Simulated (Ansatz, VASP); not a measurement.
## Hf4Te in VASP and in Ansatz

```
Hf Te
1.0
     5.19909    0.00000    0.00000
     0.00000    5.19909    0.00000
     0.00000    0.00000    5.19909
Hf Te
4 1
Direct
  0.50000 0.50000 0.50000
  0.00000 0.50000 0.50000
  0.50000 0.00000 0.50000
  0.50000 0.50000 0.00000
  0.00000 0.00000 0.00000
```

Change from the starting cell: species swapped into the Mn4N type (Pm-3m, No. 221).

Alike in both runs: functional PBE; k mesh 8 × 8 × 8; occupations gaussian, width 0.1 eV; no spin polarisation.

Ansatz relaxed the structure, and its values are those at the end. VASP's run is a single point on that final structure, the one shown.

|  | VASP | Ansatz |
| --- | --- | --- |
| version | VASP 6.6.1 | Ansatz 0.2.0 |
| potentials or method | VASP PAW PBE potentials, release 64 (Hf_pv, Te), cutoff 520 eV | scalar-relativistic, plane waves, PAW |
| valence electrons in the cell | 46 | 120 |

VASP gave:

| Quantity | Value |
| --- | --- |
| gap on the k mesh at the Fermi level (eV) | none |
| pressure (GPa) | -0.4 |

Task: Which values does Ansatz return?

Result: gap on the k mesh at the Fermi level (eV): none; pressure (GPa): 0.0.

A gap of «none» marks a metal or a gap that the smearing closes. VASP's potentials hold 46 valence electrons a cell and Ansatz's 120, so a difference there can come from the potentials and not from the codes.

Neither program's run includes spin-orbit coupling.
